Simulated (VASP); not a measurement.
# GaN (gwk) (F-43m) in VASP: single point with PBE

Aim: the single point of GaN (gwk) with PBE.

All numbers are computed with VASP 6.6.1; they aren't measurements. Logs are shortened: lines on timing, memory, paths and dates and some standing lists are left out, and cuts for length are marked.

## 1. The cell of the first run

The structure is cubic, space group F-43m (No. 216). The conventional cell has a = 4.498 Å, b = 4.498 Å, c = 4.498 Å, α = 90.00°, β = 90.00°, γ = 90.00°. Ga (site symmetry -43m) has 4 N at 1.95 Å within 2.6 Å. Within 2.6 Å of N (site symmetry -43m) lie 4 Ga at 1.95 Å.

## 2. Single point, PBE

The input, INCAR:

```
PREC     = Accurate       # precision mode
ENCUT    = 600            # plane-wave cutoff, eV
EDIFF    = 1E-6           # SCF threshold, eV
ISMEAR   = 0              # smearing method
SIGMA    = 0.01           # smearing width, eV
LREAL    = F              # projectors in reciprocal space
LASPH    = T              # aspherical terms in the spheres
NELM     = 120            # most SCF steps
ALGO     = Normal         # electronic algorithm
ISIF     = 2              # what is computed and relaxed
LWAVE    = F              # write WAVECAR
LCHARG   = F              # write CHGCAR
GGA      = PE             # functional
NBANDS   = 16             # bands
GGA_COMPAT= F
```

The input, KPOINTS:

```
regular mesh
0
Gamma
  8 8 8
```

The input, POSCAR:

```
GaN
1.0
    0.0000000000      2.2491150748      2.2491150748
    2.2491150748      0.0000000000      2.2491150748
    2.2491150748      2.2491150748      0.0000000000
Ga N
1 1
Direct
    0.0000000000      0.0000000000      0.0000000000
    0.7500000000      0.7500000000      0.7500000000
```

Potentials or basis: VASP PAW PBE potentials, release 64 (Ga_d, N).

The run is started by

```sh
cat potpaw_PBE.64/Ga_d/POTCAR potpaw_PBE.64/N/POTCAR > POTCAR
mpirun -np 1 vasp_std > vasp.out
```

OUTCAR:

```text
PREC = Accurate
   ENCUT = 600
   EDIFF = 1E-6
   ISMEAR = 0
   LREAL = F
   LASPH = T
   NELM = 120
   ISIF = 2
   GGA = PE

 ion  position               nearest neighbor table
   1  0.000  0.000  0.000-   2 1.95   2 1.95   2 1.95   2 1.95
   2  0.750  0.750  0.750-   1 1.95   1 1.95   1 1.95   1 1.95

  LATTYP: Found a face centered cubic cell.
 ALAT       =     4.4982301496

  Lattice vectors:

 A1 = (   0.0000000000,   2.2491150748,   2.2491150748)
 A2 = (   2.2491150748,   0.0000000000,   2.2491150748)
 A3 = (   2.2491150748,   2.2491150748,   0.0000000000)

Analysis of symmetry for initial positions (statically):
=====================================================================
 Subroutine PRICEL returns:
 Original cell was already a primitive cell.

 Routine SETGRP: Setting up the symmetry group for a
 face centered cubic supercell.

 Subroutine GETGRP returns: Found 24 space group operations
 (whereof 24 operations were pure point group operations)
 out of a pool of 48 trial point group operations.

The static configuration has the point symmetry T_d .

Analysis of symmetry for dynamics (positions and initial velocities):
=====================================================================
 Subroutine PRICEL returns:
 Original cell was already a primitive cell.

 Routine SETGRP: Setting up the symmetry group for a
 face centered cubic supercell.

 Subroutine GETGRP returns: Found 24 space group operations
 (whereof 24 operations were pure point group operations)
 out of a pool of 48 trial point group operations.

The dynamic configuration has the point symmetry T_d .

 Subroutine INISYM returns: Found 24 space group operations
 (whereof 24 operations are pure point group operations),
 and found     1 'primitive' translations

----------------------------------------------------------------------------------------

                                     Primitive cell

  volume of cell :      22.7544

  direct lattice vectors                    reciprocal lattice vectors
     0.000000000  2.249115075  2.249115075    -0.222309657  0.222309657  0.222309657
     2.249115075  0.000000000  2.249115075     0.222309657 -0.222309657  0.222309657
     2.249115075  2.249115075  0.000000000     0.222309657  0.222309657 -0.222309657

  length of vectors
     3.180729042  3.180729042  3.180729042     0.385051620  0.385051620  0.385051620

  position of ions in fractional coordinates (direct lattice)
     0.000000000  0.000000000  0.000000000
     0.750000000  0.750000000  0.750000000

[... 76 lines left out ...]
   EDIFF  = 0.1E-05   stopping-criterion for ELM
   LREAL  =      F    real-space projection
   EDIFFG = 0.1E-04   stopping-criterion for IOM
   NSW    =      0    number of steps for IOM
   IBRION =     -1    ionic relax: 0-MD 1-quasi-New 2-CG
   NFREE  =      0    steps in history (QN), initial steepest desc. (CG)
   ISIF   =      2    stress and relaxation
   ISYM   =      2    0-nonsym 1-usesym 2-fastsym
   POTIM  = 0.5000    time-step for ionic-motion
   TEBEG  =    0.0;   TEEND  =   0.0 temperature during run
   PSTRESS=    0.0 pullay stress
   NELECT =      18.0000    total number of electrons
   NUPDOWN=      -1.0000    fix difference up-down
   EMIN   =  10.00;   EMAX   =-10.00  energy-range for DOS
   EFERMI =   0.00;   METHOD = LEGACY
   ISMEAR =     0;   SIGMA  =   0.01  broadening in eV -4-tet -1-fermi 0-gaus
   EFERMI_NEDOS =   21; number of points for ismear=-14 and -15
   IALGO  =     38    algorithm
   IMIX   =      4    mixing-type and parameters
     AMIX     =   0.40;   BMIX     =  1.00
     AMIX_MAG =   1.60;   BMIX_MAG =  1.00
  volume/ion in A,a.u.               =      11.38        76.78
  Fermi-wavevector in a.u.,A,eV,Ry     =   1.514063  2.861164 31.189822  2.292387
  Thomas-Fermi vector in A             =   2.623771
   LORBIT       =      0    0 simple, 1 ext, 2 COOP (PROOUT), +10 PAW based schemes
   GGA     = PE    functional components
   LHFCALC =     F    Hartree Fock is set to
   AEXX    =    0.0000 exact exchange contribution
   IVDW    =     0    specifies the selected vdW correction
   LEPSILON=     F    determine dielectric tensor
   LRPA    =     F    only Hartree local field effects (RPA)
 non-spin polarized calculation
 Gauss-broadening in eV      SIGMA  =   0.01
  energy-cutoff  :      600.00
  volume of cell :       22.75
 maximum number of plane-waves:       775
 NGX is ok and might be reduce to    28
   NGX = 13   NGY = 13   NGZ = 13

 number of electron      18.0000005 magnetization

 Free energy of the ion-electron system (eV)
  ---------------------------------------------------
  ext. energy  EPLUGINS =         0.00000000
  ---------------------------------------------------
  free energy    TOTEN  =       -12.13946173 eV

  energy without entropy =      -12.13946173  energy(sigma->0) =      -12.13946173

 E-fermi :   5.4018     XC(G=0): -11.6982

 val. band max:        5.3455110233   @ k =   0.0000   0.0000   0.0000
 cond. band min:       7.1074933466   @ k =   0.0000   0.0000   0.0000
 fundamental gap:      1.7619823233
 Fermi energy:         5.4018109075

 k-point     1 :       0.0000    0.0000    0.0000
  band No.  band energies     occupation
      1     -10.6390      2.00000
      2      -8.1020      2.00000
      3      -8.1020      2.00000
      4      -8.1020      2.00000
      5      -7.7763      2.00000
      6      -7.7763      2.00000
[... 433 lines left out ...]
      3      -7.9330      2.00000
      4      -7.7968      2.00000
      5      -7.7429      2.00000
      6      -6.2197      2.00000
[... 8 lines left out ...]
     15      24.2041      0.00000
     16      26.4927      0.00000

 [... further k-points ...]

------------------------ aborting loop because EDIFF is reached ----------------------------------------

  FORCE on cell =-STRESS in cart. coord.  units (eV):
  Direction    XX          YY          ZZ          XY          YZ          ZX
  --------------------------------------------------------------------------------------
  -------------------------------------------------------------------------------------
  Total        0.8627073      0.8627073      0.8627073     -0.0000000      0.0000000     -0.0000000
  in kB       60.7447915     60.7447915     60.7447915     -0.0000000      0.0000000     -0.0000000
  external PRESSURE =      60.7447915 kB  Pullay stress =       0.0000000 kB

 VOLUME and BASIS-vectors are now :
 -----------------------------------------------------------------------------
  energy-cutoff  :      600.00
  volume of cell :       22.75
      direct lattice vectors                 reciprocal lattice vectors
     0.000000000  2.249115075  2.249115075    -0.222309657  0.222309657  0.222309657
     2.249115075  0.000000000  2.249115075     0.222309657 -0.222309657  0.222309657
     2.249115075  2.249115075  0.000000000     0.222309657  0.222309657 -0.222309657

 POSITION                                       TOTAL-FORCE (eV/Angst)
 -----------------------------------------------------------------------------------
      0.00000      0.00000      0.00000        -0.000000     -0.000000     -0.000000
      3.37367      3.37367      3.37367         0.000000      0.000000      0.000000
 -----------------------------------------------------------------------------------
    total drift:                               -0.000000     -0.000000     -0.000000

  FREE ENERGIE OF THE ION-ELECTRON SYSTEM (eV)
  ---------------------------------------------------
  free  energy   TOTEN  =       -12.1394617325 eV

  energy  without entropy=      -12.1394617325  energy(sigma->0) =      -12.13946173
```

It took 11 s on 1 thread of Intel Xeon 6975P-C (Granite Rapids), shared host; peak memory 0.15 GiB.

What came out:

```
Free energy            : -12.1395 eV
Pressure               : 6.1 GPa
Band gap on the k mesh : 1.76 eV, direct
```

Levels at points of the mesh, in eV from the valence-band top:
```
           k point  band 5  band 6  band 7  band 8  band 9  band 10  band 11  band 12  band 13  band 14
(0.00, 0.00, 0.00)  -13.12  -13.12    0.00    0.00    0.00     1.76    10.34    10.34    10.34    17.68
(0.50, 0.00, 0.00)  -13.07  -11.88   -7.07   -0.98   -0.98     4.68     8.76    10.40    10.40    15.68
(0.50, 0.50, 0.00)  -13.04  -11.45   -6.15   -2.72   -2.72     3.35     6.70    11.75    14.02    14.02
```
